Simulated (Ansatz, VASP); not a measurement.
**Ga in VASP and in Ansatz**

Contents of POSCAR:

```
Ga
1.0
   -1.3952250000      1.3952250000      2.2290000000
    1.3952250000     -1.3952250000      2.2290000000
    1.4127750000      1.4127750000     -2.2290000000
Ga
1
Direct
    0.0000000000      0.0000000000      0.0000000000
```

The input INCAR.step1:

```
PREC = Accurate ; ENCUT = 520
ISMEAR = 0 ; SIGMA = 0.15
LREAL = F ; LASPH = T
NELM = 80 ; NBANDS = 12
GGA = PE ; ALGO = Normal
EDIFF = 1E-4 ; LWAVE = T
LCHARG = F
```

The input INCAR.step2:

```
PREC = Accurate ; ENCUT = 520
EDIFF = 1E-6 ; ISMEAR = 0
SIGMA = 0.15 ; LREAL = F
LASPH = T ; NELM = 80
ALGO = Normal ; ISIF = 2
LWAVE = F ; LCHARG = F
METAGGA = R2SCAN ; LMIXTAU = T
NBANDS = 12 ; ISTART = 1
```

Contents of KPOINTS:

```
Automatic mesh
0
Gamma
  24 24 24
```

Input for Ansatz:

```yaml
crystal:
  lattice:
    - [-1.395225, 1.395225, 2.229]
    - [1.395225, -1.395225, 2.229]
    - [1.412775, 1.412775, -2.229]
  atoms:
    - { symbol: Ga, position: [0.0, 0.0, 0.0] }
basis:
  ecutwfc: 500
kpoints:
  mp_grid: { grid: [24, 24, 24] }
hamiltonian:
  xc: r2scan
scf:
  occupations: { method: gaussian, width: 0.15 }
output:
  forces: true
  stress: true
  eigenvalues: true
```

Change from the starting cell: strain +0.0125 x Voigt [0, 0, 0, 0, 0, 1], atoms carried along.

Alike in both runs: task single point; functional r2SCAN; k mesh 24 × 24 × 24; occupations gaussian, width 0.15 eV; no spin polarisation.

|  | VASP | Ansatz |
| --- | --- | --- |
| version | VASP 6.6.1 | Ansatz 0.2.0 |
| potentials or method | VASP PAW PBE potentials, release 64 (Ga_d), cutoff 520 eV | scalar-relativistic, plane waves, PAW |
| valence electrons in the cell | 13 | 13 |

```csv
,VASP,Ansatz,Ansatz less VASP
gap on the k mesh at the Fermi level (eV),none,none,-
pressure (GPa),0.9,0.9,-0.02
"traceless stress, the component that is largest in VASP (GPa)",0.18,0.19,+0.004
```

VASP's potentials were made for PBE, not for r2SCAN. A gap of «none» marks a metal or a gap that the smearing closes. The functional is the same, so the differences come from potentials, cutoffs and numerics.
